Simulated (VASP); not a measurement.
SnSe2, 3 atoms in the cell. It takes space group Fm-3m (No. 225, cubic). Conventional cell: a = 6.922 Å, b = 6.922 Å, c = 6.922 Å, α = 90.00°, β = 90.00°, γ = 90.00°. Within 3.9 Å of Sn (site symmetry m-3m) lie 8 Se at 3.00 Å. Within 3.9 Å of Se (site symmetry -43m) lie 4 Sn at 3.00 Å and 6 Se at 3.46 Å. 

* Program: VASP 6.6.1
* Task: relaxation of cell and atoms
* Functional: PBEsol
* Potentials or basis: VASP PAW PBE potentials, release 64 (Sn_d, Se)
* Cutoff: 600 eV
* k mesh: 6 × 6 × 6
* Occupations: fermi-dirac, width 0.03 eV
* Spin: no spin polarisation
* Dipole correction: no
* Further INCAR settings: ALGO = Normal; EDIFF = 1e-06; IBRION = 2; EDIFFG = -0.01; NSW = 100; ISIF = 3

Potentials or basis: VASP PAW PBE potentials, release 64 (Sn_d, Se).

Command:

```sh
$ cat potpaw_PBE.64/Sn_d/POTCAR potpaw_PBE.64/Se/POTCAR > POTCAR
$ mpirun -np 1 vasp_std > vasp.out
```

Hardware: 1 thread of Intel Xeon 8259CL, on a shared host.

Q: How long does it take, and how much memory?

A: Wall time 90 s on 1 thread of Intel Xeon 8259CL, on a shared host, peak memory 0.26 GiB. Counts: scf iterations 29, k points 16, ion steps 3.
